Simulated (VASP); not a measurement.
# InAs (F-43m) in VASP: notebook, part 2 of 2

VASP 6.6.1. Earlier steps stand in the parts before.

**5. Single point, HSE06**

Input file POSCAR:

```
InAs
1.0
    0.0000000000      3.0300000000      3.0300000000
    3.0300000000      0.0000000000      3.0300000000
    3.0300000000      3.0300000000      0.0000000000
In As
1 1
Direct
    0.0000000000      0.0000000000      0.0000000000
    0.2500000000      0.2500000000      0.2500000000
```

Input file INCAR.step1:

```
SYSTEM = InAs
PREC     = Accurate       ! precision mode
ENCUT    = 520            ! plane-wave cutoff, eV
EDIFF    = 1E-5           ! SCF threshold, eV
ISMEAR   = -1             ! smearing method
SIGMA    = 0.01           ! smearing width, eV
LREAL    = .FALSE.        ! projectors in reciprocal space
LASPH    = .TRUE.         ! aspherical terms in the spheres
NELM     = 60             ! most SCF steps
ALGO     = Normal         ! electronic algorithm
ISIF     = 2              ! what is computed and relaxed
LWAVE    = .TRUE.         ! write WAVECAR
LCHARG   = .FALSE.        ! write CHGCAR
GGA      = PE             ! functional
NBANDS   = 16             ! bands
```

Input file INCAR.step2:

```
SYSTEM = InAs
PREC     = Accurate       ! precision mode
ENCUT    = 520            ! plane-wave cutoff, eV
EDIFF    = 1E-6           ! SCF threshold, eV
ISMEAR   = -1             ! smearing method
SIGMA    = 0.01           ! smearing width, eV
LREAL    = .FALSE.        ! projectors in reciprocal space
LASPH    = .TRUE.         ! aspherical terms in the spheres
NELM     = 60             ! most SCF steps
ALGO     = Normal         ! electronic algorithm
ISIF     = 2              ! what is computed and relaxed
LWAVE    = .FALSE.        ! write WAVECAR
LCHARG   = .FALSE.        ! write CHGCAR
GGA      = PE             ! functional
LHFCALC  = .TRUE.         ! exact exchange
HFSCREEN = 0.2079         ! screening, 1/A
PRECFOCK = Normal       
ISTART   = 1            
NBANDS   = 16             ! bands
```

Input file KPOINTS:

```
regular mesh
0
G
  4 4 4
  0 0 0
```

Potentials or basis: VASP PAW PBE potentials, release 64 (In_d, As).

Command:

```
> cat potpaw_PBE.64/In_d/POTCAR potpaw_PBE.64/As/POTCAR > POTCAR
> cp INCAR.step1 INCAR
> mpirun -np 1 vasp_std > vasp.out
> cp INCAR.step2 INCAR
> mpirun -np 1 vasp_std > vasp.out
```

OUTCAR:

```text
SYSTEM = InAs
   PREC = Accurate
   ENCUT = 520
   EDIFF = 1E-6
   ISMEAR = -1
   LREAL = .FALSE.
   LASPH = .TRUE.
   NELM = 60
   ISIF = 2
   GGA = PE
   LHFCALC = .TRUE.
   HFSCREEN = 0.2079
   PRECFOCK = Normal
   ISTART = 1

 ion  position               nearest neighbor table
   1  0.000  0.000  0.000-   2 2.62   2 2.62   2 2.62   2 2.62
   2  0.250  0.250  0.250-   1 2.62   1 2.62   1 2.62   1 2.62

  LATTYP: Found a face centered cubic cell.
 ALAT       =     6.0600000000

  Lattice vectors:

 A1 = (   0.0000000000,   3.0300000000,   3.0300000000)
 A2 = (   3.0300000000,   0.0000000000,   3.0300000000)
 A3 = (   3.0300000000,   3.0300000000,   0.0000000000)

Analysis of symmetry for initial positions (statically):
=====================================================================
 Subroutine PRICEL returns:
 Original cell was already a primitive cell.

 Routine SETGRP: Setting up the symmetry group for a
 face centered cubic supercell.

 Subroutine GETGRP returns: Found 24 space group operations
 (whereof 24 operations were pure point group operations)
 out of a pool of 48 trial point group operations.

The static configuration has the point symmetry T_d .

Analysis of symmetry for dynamics (positions and initial velocities):
=====================================================================
 Subroutine PRICEL returns:
 Original cell was already a primitive cell.

 Routine SETGRP: Setting up the symmetry group for a
 face centered cubic supercell.

 Subroutine GETGRP returns: Found 24 space group operations
 (whereof 24 operations were pure point group operations)
 out of a pool of 48 trial point group operations.

The dynamic configuration has the point symmetry T_d .

 Subroutine INISYM returns: Found 24 space group operations
 (whereof 24 operations are pure point group operations),
 and found     1 'primitive' translations

[... 103 lines left out ...]
   LHFCALC =     T    Hartree Fock is set to
   PRECFOCK=normal    Normal, Fast or Accurate (Low or Medium for compatibility)
   ENCUT4O =  -1.0   cutoff for four orbital integrals eV
   NKREDX  =     1    reduce k-point grid by
   NKREDY  =     1    reduce k-point grid by
   NKREDZ  =     1    reduce k-point grid by
   AEXX    =    0.2500 exact exchange contribution
   HFSCREEN=    0.2079 screening length (either q_TF or 0.3 A-1)
   HFSCREENC=   0.2079 screening length for correlation (either q_TF or 0.3 A-1)
   ENCUTFOCK=  -1.0 apply spherical cutoff to Coloumb kernel
   IVDW    =     0    specifies the selected vdW correction
   LEPSILON=     F    determine dielectric tensor
   LRPA    =     F    only Hartree local field effects (RPA)
 non-spin polarized calculation
  energy-cutoff  :      520.00
  volume of cell :       55.64
 maximum number of plane-waves:      1524
  NGX = 24; NGY = 24; NGZ = 24

 number of electron      17.9999990 magnetization

 Free energy of the ion-electron system (eV)
  ---------------------------------------------------
  ext. energy  EPLUGINS =         0.00000000
  ---------------------------------------------------
  free energy    TOTEN  =        -9.10464588 eV

  energy without entropy =       -9.10464588  energy(sigma->0) =       -9.10464588

 E-fermi :   4.2578     XC(G=0):  -7.5427

 val. band max:        4.0491677971   @ k =   0.0000   0.0000   0.0000
 cond. band min:       4.5931166525   @ k =   0.0000   0.0000   0.0000
 fundamental gap:      0.5439488554
 Fermi energy:         4.2578407602

 k-point     1 :       0.0000    0.0000    0.0000
  band No.  band energies     occupation
      1     -12.0893      2.00000
      2     -12.0893      2.00000
      3     -12.0893      2.00000
      4     -11.9595      2.00000
      5     -11.9595      2.00000
      6      -8.9152      2.00000
[... 129 lines left out ...]
      3     -12.0156      2.00000
      4     -11.9748      2.00000
      5     -11.9517      2.00000
      6      -6.6729      2.00000
[... 8 lines left out ...]
     15      16.8181      0.00000
     16      16.8397      0.00000

------------------------ aborting loop because EDIFF is reached ----------------------------------------

  FORCE on cell =-STRESS in cart. coord.  units (eV):
  Direction    XX          YY          ZZ          XY          YZ          ZX
  --------------------------------------------------------------------------------------
  -------------------------------------------------------------------------------------
  Total        0.4878823      0.4878823      0.4878823     -0.0000000      0.0000000      0.0000000
  in kB       14.0497244     14.0497244     14.0497244     -0.0000000      0.0000000      0.0000000
  external PRESSURE =      14.0497244 kB  Pullay stress =       0.0000000 kB

 VOLUME and BASIS-vectors are now :
 -----------------------------------------------------------------------------
  energy-cutoff  :      520.00
  volume of cell :       55.64
      direct lattice vectors                 reciprocal lattice vectors
     0.000000000  3.030000000  3.030000000    -0.165016502  0.165016502  0.165016502
     3.030000000  0.000000000  3.030000000     0.165016502 -0.165016502  0.165016502
     3.030000000  3.030000000  0.000000000     0.165016502  0.165016502 -0.165016502

 POSITION                                       TOTAL-FORCE (eV/Angst)
 -----------------------------------------------------------------------------------
      0.00000      0.00000      0.00000         0.000000      0.000000      0.000000
      1.51500      1.51500      1.51500        -0.000000     -0.000000     -0.000000
 -----------------------------------------------------------------------------------
    total drift:                                0.000031      0.000041      0.000027

  FREE ENERGIE OF THE ION-ELECTRON SYSTEM (eV)
  ---------------------------------------------------
  free  energy   TOTEN  =        -9.1046458788 eV

  energy  without entropy=       -9.1046458788  energy(sigma->0) =       -9.10464588
```

Run time: 11 min. Hardware: 1 thread of Intel Xeon Platinum 8259CL at 2.50GHz (Skylake/Cascade Lake), shared host; peak memory 0.28 GiB.

What came out:

| Property | Result |
| --- | --- |
| Free energy | -9.1046 eV |
| Pressure | 1.4 GPa |
| Band gap on the k mesh | 0.54 eV, direct |

Caveat: the k points lie up to 0.45 Å⁻¹ apart; the PAW data sets were made with another functional, which shifts forces and pressure a little; spin-orbit coupling is left out, which moves the levels of the heavy elements.

**6. The runs side by side**

```tsv
level	smearing	grid for exact exchange (PRECFOCK)	screening parameter	gap on the mesh (eV)	pressure (GPa)
PBE	gaussian 0.01 eV	-	-	none	4.1
PBE	fermi-dirac 0.01 eV	-	-	none	4.1
HSE06	gaussian 0.01 eV	Normal	0.2079 1/Å	0.54	1.4
HSE06	fermi-dirac 0.01 eV	Normal	0.2079 1/Å	0.54	1.4
```

Alike in all rows: task single point; potentials or basis VASP PAW PBE potentials, release 64 (In_d, As); no spin polarisation; cell as given; k mesh 4 × 4 × 4; cutoff (eV) 520.

Caveats: all runs use coarse meshes; spin-orbit coupling is left out, which moves the levels of the heavy elements; the PAW data sets were made with another functional, which shifts forces and pressure a little (some runs).

Absolute energies hang on the potentials; compare differences alone.
